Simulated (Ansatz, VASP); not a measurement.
**KI in VASP and in Ansatz**

```
K I
1.0
     0.00000    3.50876    3.50876
     3.50876    0.00000    3.50876
     3.50876    3.50876    0.00000
K I
1 1
Direct
  0.00000 0.00000 0.00000
  0.50000 0.50000 0.50000
```

Alike in both runs: task single point; functional r2SCAN; k mesh 6 × 6 × 6; no spin polarisation.

|  | VASP | Ansatz |
| --- | --- | --- |
| version | VASP 6.6.1 | Ansatz 0.2.0 |
| potentials or method | VASP PAW PBE potentials, release 64 (K_sv, I) | plane waves, PAW |
| plane-wave cutoff (eV) | 520 | 500 |
| occupations | gaussian, width 0.01 eV | fixed |
| valence electrons in the cell | 16 | 26 |

```tsv
	VASP	Ansatz	Ansatz less VASP
gap on the k mesh at the Fermi level (eV)	4.66	4.66	+0.003
pressure (GPa)	0.4	0.4	0.00
```

VASP's potentials were made for PBE, not for r2SCAN. VASP's potentials hold 16 valence electrons a cell and Ansatz's 26, so a difference there can come from the potentials and not from the codes.

Neither program's run includes spin-orbit coupling.
